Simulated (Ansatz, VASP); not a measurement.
Two plane-wave programs on AlN

```
CELL_PARAMETERS angstrom
-0.00629 2.00256 1.98951
2.02398 -0.00370 1.98693
2.03613 2.01212 -0.01585
ATOMIC_POSITIONS crystal
Al 0.49536 0.50280 0.51057
N 0.00464 0.99720 0.98943
```

Change from the starting cell: all atoms moved at random, cell strained at random.

Alike in both runs: task single point; functional PBE; k mesh 10 × 10 × 10; occupations gaussian, width 0.02 eV; no spin polarisation.

|  | VASP | Ansatz |
| --- | --- | --- |
| version | VASP 6.6.1 | Ansatz 0.2.0 |
| potentials or method | VASP PAW PBE potentials, release 64 (Al, N), cutoff 520 eV | scalar-relativistic, plane waves, PAW |
| valence electrons in the cell | 8 | 8 |

|  | VASP | Ansatz | Ansatz less VASP |
| --- | --- | --- | --- |
| gap on the k mesh at the Fermi level (eV) | 4.56 | 4.58 | +0.024 |
| least direct gap on the mesh (eV) | 5.77 | 5.76 | -0.013 |
| pressure (GPa) | 9.4 | 9.7 | +0.31 |
| traceless stress, the component that is largest in VASP (GPa) | 2.93 | 2.92 | -0.003 |
| rms of the force components (eV/Å) | 0.237 | 0.237 | +0.0003 |

Atom by atom the forces differ by 0.000 eV/Å (rms over components).
